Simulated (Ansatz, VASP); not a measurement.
## PbS: VASP beside Ansatz

```
CELL_PARAMETERS angstrom
0.00000 2.95544 2.95544
2.95544 0.00000 2.95544
2.95544 2.95544 0.00000
ATOMIC_POSITIONS crystal
Pb 0.00000 0.00000 0.00000
S 0.50000 0.50000 0.50000
```

Alike in both runs: functional revPBE; dispersion D3(BJ); k mesh 5 × 5 × 5; occupations fermi-dirac, width 0.01 eV; no spin polarisation.

Ansatz relaxed the structure, and its values are those at the end. VASP's run is a single point on that final structure, the one shown.

|  | VASP | Ansatz |
| --- | --- | --- |
| version | VASP 6.6.1 | Ansatz 0.2.0 |
| potentials or method | VASP PAW PBE potentials, release 64 (Pb_d, S), cutoff 500 eV | plane waves, PAW |
| valence electrons in the cell | 20 | 20 |

Ansatz gave:

| Property | Result |
| --- | --- |
| pressure (GPa) | 0.0 |

Question: Estimate VASP's values.

Answer: Pressure (GPa): -0.1.

VASP's potentials were made for PBE, not for revPBE. Ansatz's warnings: relaxed geometry near dispersion switch.

Spin-orbit coupling is off throughout.
